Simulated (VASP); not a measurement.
Write the native input for VASP 6.6.1 that does the following.

```yaml
Task: single point
Functional: r2SCAN
Potentials_or_basis: VASP PAW PBE potentials, release 64 (Ti_sv, O)
Cutoff: 520 eV
k_mesh: 6 × 6 × 10
Occupations: fermi-dirac, width 0.02 eV
Spin: no spin polarisation
Dipole_correction: no
Further_INCAR_settings: ALGO = Normal; EDIFF = 1e-06; NBANDS = 33
```

Crystal: TiO2.

```xyz
6
Lattice="4.5976 0.0000 0.0000 0.0000 4.5976 0.0000 0.0000 0.0000 2.9541" Properties=species:S:1:pos:R:3 pbc="T T T"
Ti    0.0000    0.0000    0.0000
Ti    2.2988    2.2988    1.4771
O     1.4006    1.4006    0.0000
O     0.8982    3.6993    1.4771
O     3.1970    3.1970    0.0000
O     3.6993    0.8982    1.4771
```

The input as run:

POSCAR

```
TiO2
1.0
    4.5975577432      0.0000000000      0.0000000000
    0.0000000000      4.5975577432      0.0000000000
    0.0000000000      0.0000000000      2.9541347795
Ti O
2 4
Direct
    0.0000000000      0.0000000000      0.0000000000
    0.5000000000      0.5000000000      0.5000000000
    0.3046305646      0.3046305646      0.0000000000
    0.1953694354      0.8046305646      0.5000000000
    0.6953694354      0.6953694354      0.0000000000
    0.8046305646      0.1953694354      0.5000000000
```

INCAR.step1

```
PREC = Accurate
ENCUT = 520
ISMEAR = -1
SIGMA = 0.02
LREAL = False
LASPH = True
NELM = 80
NBANDS = 33
GGA = PE
ALGO = Normal
EDIFF = 1E-4
LWAVE = True
LCHARG = False
```

INCAR.step2

```
PREC = Accurate
ENCUT = 520
EDIFF = 1E-6
ISMEAR = -1
SIGMA = 0.02
LREAL = False
LASPH = True
NELM = 80
ALGO = Normal
ISIF = 2
LWAVE = False
LCHARG = False
METAGGA = R2SCAN
LMIXTAU = True
NBANDS = 33
ISTART = 1
```

KPOINTS

```
regular mesh
0
Gamma
  6 6 10
```

Potentials or basis: VASP PAW PBE potentials, release 64 (Ti_sv, O).

Run with:

```console
$ cat potpaw_PBE.64/Ti_sv/POTCAR potpaw_PBE.64/O/POTCAR > POTCAR
$ cp INCAR.step1 INCAR
$ mpirun -np 1 vasp_std > vasp.out
$ cp INCAR.step2 INCAR
$ mpirun -np 1 vasp_std > vasp.out
```

It gave:

- Pressure: 1.2 GPa
- Largest force: 0.034 eV/Å
- Band gap on the k mesh: 2.23 eV

Caveat: the PAW data sets were made with another functional, which shifts forces and pressure a little.

Run time: 2.6 min on 1 thread of Intel(R) Xeon(R) 6975P-C (Granite Rapids), with other jobs on the host, peak memory 0.24 GiB.
